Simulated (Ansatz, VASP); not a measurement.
Tl2B6Te: VASP beside Ansatz

```
Tl B Te
1.0
     0.00000    4.15244    4.15244
     4.15244    0.00000    4.15244
     4.15244    4.15244    0.00000
Tl B Te
2 6 1
Direct
  0.75000 0.75000 0.75000
  0.25000 0.25000 0.25000
  0.64817 0.64817 0.35183
  0.35183 0.35183 0.64817
  0.35183 0.64817 0.64817
  0.64817 0.35183 0.35183
  0.35183 0.64817 0.35183
  0.64817 0.35183 0.64817
  0.00000 0.00000 0.00000
```

Change from the starting cell: species swapped into the K2TeBr6 type (Fm-3m, No. 225).

Alike in both runs: functional PBE; k mesh 8 × 8 × 8; occupations gaussian, width 0.1 eV; no spin polarisation.

Ansatz relaxed the structure, and its values are those at the end. VASP's run is a single point on that final structure, the one shown.

|  | VASP | Ansatz |
| --- | --- | --- |
| version | VASP 6.6.1 | Ansatz 0.2.0 |
| potentials or method | VASP PAW PBE potentials, release 64 (Tl_d, B, Te), cutoff 520 eV | scalar-relativistic, plane waves, PAW |
| valence electrons in the cell | 50 | 60 |

```csv
,VASP,Ansatz,Ansatz less VASP
gap on the k mesh at the Fermi level (eV),none,none,-
pressure (GPa),0.0,0.0,-0.02
rms of the force components (eV/Å),0.010,0.002,-0.0077
```

A gap of «none» marks a metal or a gap that the smearing closes. The functional is the same, so the differences come from potentials, cutoffs and numerics. VASP's potentials hold 50 valence electrons a cell and Ansatz's 60, so a difference there can come from the potentials and not from the codes.

Spin-orbit coupling is off throughout.
